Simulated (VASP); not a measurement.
# NiO (Fm-3m) in VASP: further runs

The runs below take NiO through relaxation of cell and atoms, with BLYP+D3(BJ), RPBE+D3(BJ).

Everything below comes from runs of VASP 6.6.1. Logs are shortened: lines on timing, memory, paths and dates and some standing lists are left out, and cuts for length are marked.

### 1 The cell of the first run

It takes space group Fm-3m (No. 225, cubic). Conventional cell: a = 4.172 Å, b = 4.172 Å, c = 4.172 Å, α = 90.00°, β = 90.00°, γ = 90.00°. Ni (site symmetry m-3m) has 6 O at 2.09 Å within 2.8 Å. O (site symmetry m-3m) has 6 Ni at 2.09 Å within 2.8 Å.

### 2 Relaxation of cell and atoms, BLYP+D3(BJ), collinear spin, ferromagnetic start

INCAR

```
AGGAC = 1.0 ; AGGAX = 1.0
ALDAC = 0.0 ; ALDAX = 1.0
ALGO = Normal ; EDIFF = 1E-7
EDIFFG = -0.02 ; ENCUT = 600
GGA = B5 ; IBRION = 2
ISIF = 3 ; ISMEAR = -1
ISPIN = 2 ; IVDW = 12
LASPH = T ; LCHARG = F
LMAXMIX = 4 ; LORBIT = 11
LREAL = F ; LWAVE = F
MAGMOM = 1 0 ; NELM = 150
NSW = 80 ; PREC = Accurate
SIGMA = 0.05 ; VDW_A1 = 0.4298
VDW_A2 = 4.2359 ; VDW_S6 = 1.0
VDW_S8 = 2.6996
```

KPOINTS

```
k-points
0
Gamma
  11 11 11
```

POSCAR

```
NiO
1.0
    0.0000000000      2.0859016414      2.0859016414
    2.0859016414      0.0000000000      2.0859016414
    2.0859016414      2.0859016414      0.0000000000
Ni O
1 1
Direct
    0.0000000000      0.0000000000      0.0000000000
    0.5000000000      0.5000000000      0.5000000000
```

Potentials or basis: VASP PAW PBE potentials, release 64 (Ni, O).

Started as:

```sh
cat potpaw_PBE.64/Ni/POTCAR potpaw_PBE.64/O/POTCAR > POTCAR
mpirun -np 1 vasp_std > vasp.out
```

OUTCAR:

```text
EDIFF = 1E-7
   EDIFFG = -0.02
   ENCUT = 600
   GGA = B5
   IBRION = 2
   ISIF = 3
   ISMEAR = -1
   ISPIN = 2
   IVDW = 12
   LASPH = T
   LORBIT = 11
   LREAL = F
   NELM = 150
   NSW = 80
   PREC = Accurate
 IVDW          = 12

 ion  position               nearest neighbor table
   1  0.000  0.000  0.000-   2 2.09   2 2.09   2 2.09   2 2.09   2 2.09   2 2.09
   2  0.500  0.500  0.500-   1 2.09   1 2.09   1 2.09   1 2.09   1 2.09   1 2.09

  LATTYP: Found a face centered cubic cell.
 ALAT       =     4.1718032828

  Lattice vectors:

 A1 = (   0.0000000000,   2.0859016414,   2.0859016414)
 A2 = (   2.0859016414,   0.0000000000,   2.0859016414)
 A3 = (   2.0859016414,   2.0859016414,   0.0000000000)

Analysis of symmetry for initial positions (statically):
=====================================================================
 Subroutine PRICEL returns:
 Original cell was already a primitive cell.

 Routine SETGRP: Setting up the symmetry group for a
 face centered cubic supercell.

 Subroutine GETGRP returns: Found 48 space group operations
 (whereof 48 operations were pure point group operations)
 out of a pool of 48 trial point group operations.

The static configuration has the point symmetry O_h .

Analysis of symmetry for dynamics (positions and initial velocities):
=====================================================================
 Subroutine PRICEL returns:
 Original cell was already a primitive cell.

 Routine SETGRP: Setting up the symmetry group for a
 face centered cubic supercell.

 Subroutine GETGRP returns: Found 48 space group operations
 (whereof 48 operations were pure point group operations)
 out of a pool of 48 trial point group operations.

The dynamic configuration has the point symmetry O_h .

Analysis of structural, dynamic, and magnetic symmetry:
=====================================================================
 Subroutine PRICEL returns:
 Original cell was already a primitive cell.

 Routine SETGRP: Setting up the symmetry group for a
 face centered cubic supercell.

 Subroutine GETGRP returns: Found 48 space group operations
 (whereof 48 operations were pure point group operations)
 out of a pool of 48 trial point group operations.

The overall configuration has the point symmetry O_h .

 Subroutine INISYM returns: Found 48 space group operations
 (whereof 48 operations are pure point group operations),
 and found     1 'primitive' translations

----------------------------------------------------------------------------------------

                                     Primitive cell

  volume of cell :      18.1515

  direct lattice vectors                    reciprocal lattice vectors
     0.000000000  2.085901641  2.085901641    -0.239704495  0.239704495  0.239704495
     2.085901641  0.000000000  2.085901641     0.239704495 -0.239704495  0.239704495
     2.085901641  2.085901641  0.000000000     0.239704495  0.239704495 -0.239704495

  length of vectors
     2.949910391  2.949910391  2.949910391     0.415180364  0.415180364  0.415180364

  position of ions in fractional coordinates (direct lattice)
     0.000000000  0.000000000  0.000000000
     0.500000000  0.500000000  0.500000000

  ion indices of the primitive-cell ions
   primitive index   ion index
                 1           1
                 2           2

----------------------------------------------------------------------------------------

 KPOINTS: k-points

Automatic generation of k-mesh.
 Grid dimensions read from file:
 generate k-points for:   11   11   11

 Generating k-lattice:

  Cartesian coordinates                     Fractional coordinates (reciprocal lattice)
    -0.021791318  0.021791318  0.021791318     0.090909091  0.000000000  0.000000000
     0.021791318 -0.021791318  0.021791318     0.000000000  0.090909091  0.000000000
     0.021791318  0.021791318 -0.021791318     0.000000000  0.000000000  0.090909091

  Length of vectors
     0.037743669  0.037743669  0.037743669

  Shift w.r.t. Gamma in fractional coordinates (k-lattice)
     0.000000000  0.000000000  0.000000000

 Subroutine IBZKPT returns following result:
 ===========================================

 Found     56 irreducible k-points:

 Following reciprocal coordinates:
            Coordinates               Weight
  0.000000  0.000000  0.000000      1.000000
  0.090909  0.000000  0.000000      8.000000
  0.181818  0.000000  0.000000      8.000000
  0.272727  0.000000  0.000000      8.000000
  0.363636  0.000000  0.000000      8.000000
  0.454545  0.000000  0.000000      8.000000
[... 16 lines left out ...]
 -0.272727  0.181818  0.000000     24.000000
 -0.181818  0.181818  0.000000     12.000000
 [... further k-points ...]
   k-points           NKPTS =     56   k-points in BZ     NKDIM =     56   number of bands    NBANDS=     13
   number of dos      NEDOS =    301   number of ions     NIONS =      2
   total plane-waves  NPLWV =  13824
   dimension x,y,z NGX =    24 NGY =   24 NGZ =   24
   dimension x,y,z NGXF=    48 NGYF=   48 NGZF=   48
   ions per type =               1   1
   NGX,Y,Z   is equivalent  to a cutoff of  13.53, 13.53, 13.53 a.u.
   NGXF,Y,Z  is equivalent  to a cutoff of  27.05, 27.05, 27.05 a.u.
 SYSTEM =  unknown system
   PREC   = accura    normal or accurate (medium, high low for compatibility)
   ISTART =      0    job   : 0-new  1-cont  2-samecut
   ICHARG =      2    charge: 1-file 2-atom 10-const
   ISPIN  =      2    spin polarized calculation?
   LNONCOLLINEAR =      F non collinear calculations
   LSORBIT =      F    spin-orbit coupling
   LASPH  =      T    aspherical Exc in radial PAW
   ENCUT  =  600.0 eV  44.10 Ry    6.64 a.u.   5.89  5.89  5.89*2*pi/ulx,y,z
   NELM   =    150;   NELMIN=  2; NELMDL= -5     # of ELM steps
   EDIFF  = 0.1E-06   stopping-criterion for ELM
   LREAL  =      F    real-space projection
   EDIFFG = -.2E-01   stopping-criterion for IOM
   NSW    =     80    number of steps for IOM
   IBRION =      2    ionic relax: 0-MD 1-quasi-New 2-CG
   NFREE  =      1    steps in history (QN), initial steepest desc. (CG)
   ISIF   =      3    stress and relaxation
   ISYM   =      2    0-nonsym 1-usesym 2-fastsym
   POTIM  = 0.5000    time-step for ionic-motion
   TEBEG  =    0.0;   TEEND  =   0.0 temperature during run
   PSTRESS=    0.0 pullay stress
   NELECT =      16.0000    total number of electrons
   NUPDOWN=      -1.0000    fix difference up-down
   EMIN   =  10.00;   EMAX   =-10.00  energy-range for DOS
   EFERMI =   0.00;   METHOD = LEGACY
   ISMEAR =    -1;   SIGMA  =   0.05  broadening in eV -4-tet -1-fermi 0-gaus
   EFERMI_NEDOS =   21; number of points for ismear=-14 and -15
   IALGO  =     38    algorithm
   IMIX   =      4    mixing-type and parameters
     AMIX     =   0.40;   BMIX     =  1.00
     AMIX_MAG =   1.60;   BMIX_MAG =  1.00
  volume/ion in A,a.u.               =       9.08        61.25
  Fermi-wavevector in a.u.,A,eV,Ry     =   1.569680  2.966264 33.523312  2.463894
  Thomas-Fermi vector in A             =   2.671526
   LORBIT       =     11    0 simple, 1 ext, 2 COOP (PROOUT), +10 PAW based schemes
   GGA     = B5    functional components
   LHFCALC =     F    Hartree Fock is set to
   AEXX    =    0.0000 exact exchange contribution
   IVDW    =    12    specifies the selected vdW correction
   LEPSILON=     F    determine dielectric tensor
   LRPA    =     F    only Hartree local field effects (RPA)
 conjugate gradient relaxation of ions
 spin polarized calculation
  energy-cutoff  :      600.00
  volume of cell :       18.15
 maximum number of plane-waves:       620
   NGX = 11   NGY = 11   NGZ = 11

--------------------------------------- Ionic step        1  -------------------------------------------

 number of electron      16.0000001 magnetization       1.6046929

 Free energy of the ion-electron system (eV)
  ---------------------------------------------------
  ext. energy  EPLUGINS =         0.00000000
  ---------------------------------------------------
  free energy    TOTEN  =       -10.57762086 eV

  energy without entropy =      -10.56561060  energy(sigma->0) =      -10.57161573

------------------------ aborting loop because EDIFF is reached ----------------------------------------

 Edisp (eV)   -1.14306

 E8    (eV) :    -0.7864

  FORCE on cell =-STRESS in cart. coord.  units (eV):
  Direction    XX          YY          ZZ          XY          YZ          ZX
  --------------------------------------------------------------------------------------
  -------------------------------------------------------------------------------------
  Total       0.66192     0.66192     0.66192    -0.00000    -0.00000    -0.00000
  in kB      58.42594    58.42594    58.42594    -0.00000    -0.00000    -0.00000
  external pressure =       58.43 kB  Pullay stress =        0.00 kB
[... 61 lines left out ...]
  energy  without entropy=      -11.7133666074  energy(sigma->0) =      -11.71850933

--------------------------------------- Ionic step        3  -------------------------------------------

 number of electron      16.0000013 magnetization       1.6996506

 Free energy of the ion-electron system (eV)
  ---------------------------------------------------
  ext. energy  EPLUGINS =         0.00000000
  ---------------------------------------------------
  free energy    TOTEN  =       -10.60824904 eV

  energy without entropy =      -10.59660480  energy(sigma->0) =      -10.60242692

 E-fermi :   7.9092     XC(G=0): -11.9685

 val. band max:        7.9063965529   @ k =   0.4545   0.3636   0.0000
 cond. band min:       7.9208394174   @ k =  -0.4545   0.4545   0.0000
 fundamental gap:      0.0144428645
 Fermi energy:         7.9092125665

 spin component 1

 k-point     1 :       0.0000    0.0000    0.0000
  band No.  band energies     occupation
      1     -12.1248      1.00000
      2       4.9236      1.00000
      3       4.9238      1.00000
      4       5.0040      1.00000
      5       5.0040      1.00000
      6       5.0040      1.00000
      7       5.3143      1.00000
      8       5.3144      1.00000
      9       5.3145      1.00000
     10       9.5927      0.00000
     11      26.4114      0.00000
     12      26.9835      0.00000
     13      26.9835      0.00000
[... 353 lines left out ...]
 k-point    24 :      -0.1818    0.1818    0.0000
  band No.  band energies     occupation
      1     -11.3490      1.00000
      2       1.5511      1.00000
      3       2.6108      1.00000
      4       3.2748      1.00000
      5       5.4815      1.00000
      6       5.6233      1.00000
      7       6.3075      1.00000
      8       6.3272      1.00000
      9       7.8184      0.86012
     10      13.2233      0.00000
     11      20.3806      0.00000
     12      21.0297      0.00000
     13      24.1822      0.00000

 [... further k-points ...]

 spin component 2

 k-point     1 :       0.0000    0.0000    0.0000
  band No.  band energies     occupation
      1     -11.6990      1.00000
      2       5.4949      1.00000
      3       5.4949      1.00000
      4       5.4949      1.00000
      5       6.0705      1.00000
      6       6.0706      1.00000
      7       6.0710      1.00000
      8       7.3205      0.99999
      9       7.3208      0.99999
     10       9.9204      0.00000
     11      26.3717      0.00000
     12      27.1793      0.00000
     13      27.1794      0.00000
[... 401 lines left out ...]
  FREE ENERGIE OF THE ION-ELECTRON SYSTEM (eV)
  ---------------------------------------------------
  free  energy   TOTEN  =       -11.7290957090 eV

  energy  without entropy=      -11.7174514592  energy(sigma->0) =      -11.72327358

 reached required accuracy - stopping structural energy minimisation

 total charge

# of ion       s       p       d       tot
------------------------------------------
    1        0.323   0.382   8.264   8.969
    2        1.547   3.433   0.000   4.980
--------------------------------------------------
tot          1.870   3.815   8.264  13.949

 magnetization (x)

# of ion       s       p       d       tot
------------------------------------------
    1        0.010   0.013   1.371   1.394
    2        0.027   0.235   0.000   0.262
--------------------------------------------------
tot          0.037   0.248   1.371   1.656
```

It took 42 s on 1 thread of Intel Xeon 6975P-C (Granite Rapids), shared host; peak memory 0.18 GiB.

Results:

```
Free energy                                           : -11.7291 eV
Relaxed volume                                        : 9.31 Å³/atom
Relaxed cell                                          : a = 2.976 Å, b = 2.976 Å, c = 2.976 Å, α = 60.00°, β = 60.00°, γ = 60.00°
Space group after relaxing (to 0.1 Å)                 : Fm-3m (No. 225)
Energy gained by relaxing                             : 4.2 meV/atom
Ionic steps                                           : 3
Pressure after relaxing                               : -0.1 GPa
Net moment                                            : 1.70 μB per cell
Site moments                                          : Ni +1.39; O +0.26 μB
Valence electrons inside the program's atomic spheres : Ni 8.97; O 4.98
Dispersion energy per atom                            : -0.560 eV
```

Step by step:
```tsv
step	energy change (eV)	largest force (eV/Å)	pressure (GPa)	volume (Å³)
1	0.0000	0.0000	5.84	18.15
2	-0.0030	0.0000	-4.16	19.03
3	-0.0084	0.0000	-0.05	18.63
```

Final structure:
```
Ni O
1.0
     0.00000    2.10403    2.10403
     2.10403    0.00000    2.10403
     2.10403    2.10403    0.00000
Ni O
1 1
Direct
  0.00000 0.00000 0.00000
  0.50000 0.50000 0.50000
```

Levels at points of the mesh, in eV from the Fermi level:
Spin up:
```tsv
k point	band 6	band 7	band 8	band 9	band 10	band 11	band 12	band 13
(0.00, 0.00, 0.00)	-2.91	-2.59	-2.59	-2.59	1.68	18.50	19.07	19.07
```
Spin down:
```
           k point  band 4  band 5  band 6  band 7  band 8  band 9  band 10  band 11
(0.00, 0.00, 0.00)   -2.41   -1.84   -1.84   -1.84   -0.59   -0.59     2.01    18.46
```

Caveat: the PAW data sets were made with another functional, which shifts forces and pressure a little; a cell with one magnetic atom can't hold antiferromagnetic order, which such compounds often take; semilocal functionals often make such compounds metallic where correlation or magnetic order opens a gap, which also shifts bond lengths. With open d or f shells a metallic result of BLYP can be an artefact of self-interaction; +U or a hybrid may open a gap.

### 3 Relaxation of cell and atoms, RPBE+D3(BJ), collinear spin, ferromagnetic start

INCAR

```
SYSTEM = NiO
  PREC = Accurate
  ENCUT = 600
  EDIFF = 1E-7
  ISMEAR = -1
  SIGMA = 0.05
  LREAL = .False.
  LASPH = .True.
  NELM = 150
  ALGO = Normal
  ISIF = 3
  LWAVE = .False.
  LCHARG = .False.
  ISPIN = 2
  MAGMOM = 1 0
  LORBIT = 11
  LMAXMIX = 4
  GGA = RP
  IVDW = 12
  IBRION = 2
  NSW = 80
  EDIFFG = -0.01
```

KPOINTS

```
Automatic mesh
0
Gamma
  11 11 11
  0 0 0
```

POSCAR is that of step 2.

Potentials or basis: VASP PAW PBE potentials, release 64 (Ni, O).

Started as:

```sh
cat potpaw_PBE.64/Ni/POTCAR potpaw_PBE.64/O/POTCAR > POTCAR
mpirun -np 1 vasp_std > vasp.out
```

Run time: 30 s. Hardware: 1 thread of Intel Xeon 6975P-C (Granite Rapids), shared host; peak memory 0.18 GiB.

The run converged. Its results:

* Free energy: -12.8538 eV
* Relaxed volume: 8.99 Å³/atom
* Relaxed cell: a = 2.941 Å, b = 2.941 Å, c = 2.941 Å, α = 60.00°, β = 60.00°, γ = 60.00°
* Space group after relaxing (to 0.1 Å): Fm-3m (No. 225)
* Energy gained by relaxing: 0.8 meV/atom
* Ionic steps: 3
* Pressure after relaxing: 0.0 GPa
* Net moment: 1.78 μB per cell
* Site moments: Ni +1.46; O +0.27 μB
* Valence electrons inside the program's atomic spheres: Ni 8.99; O 5.00
* Dispersion energy per atom: -1.143 eV

The path:
```
step  energy change (eV)  largest force (eV/Å)  pressure (GPa)  volume (Å³)
   1              0.0000                0.0000           -2.98        18.15
   2              0.0028                0.0000            4.99        17.71
   3             -0.0016                0.0000           -0.02        17.99
```

Final structure:
```cif
data_structure
_symmetry_space_group_name_H-M 'P 1'
_symmetry_Int_Tables_number 1
_cell_length_a 2.9410
_cell_length_b 2.9410
_cell_length_c 2.9410
_cell_angle_alpha 60.000
_cell_angle_beta 60.000
_cell_angle_gamma 60.000
_cell_volume 17.99
loop_
_atom_site_label
_atom_site_type_symbol
_atom_site_fract_x
_atom_site_fract_y
_atom_site_fract_z
_atom_site_occupancy
Ni1 Ni 0.00000 0.00000 0.00000 1
O1 O 0.50000 0.50000 0.50000 1
```

Levels at points of the mesh, in eV from the Fermi level:
Spin up:
| k point | band 5 | band 6 | band 7 | band 8 | band 9 | band 10 | band 11 | band 12 | band 13 |
| --- | --- | --- | --- | --- | --- | --- | --- | --- | --- |
| (0.00, 0.00, 0.00) | -3.04 | -3.04 | -2.74 | -2.74 | -2.74 | 1.64 | 17.95 | 19.04 | 19.04 |
Spin down:
```
           k point  band 4  band 5  band 6  band 7  band 8  band 9  band 10  band 11
(0.00, 0.00, 0.00)   -2.52   -1.92   -1.92   -1.92   -0.55   -0.55     1.98    17.85
```

Caveat: the PAW data sets were made with another functional, which shifts forces and pressure a little; a cell with one magnetic atom can't hold antiferromagnetic order, which such compounds often take; semilocal functionals often make such compounds metallic where correlation or magnetic order opens a gap, which also shifts bond lengths. With open d or f shells a metallic result of RPBE can be an artefact of self-interaction; +U or a hybrid may open a gap.
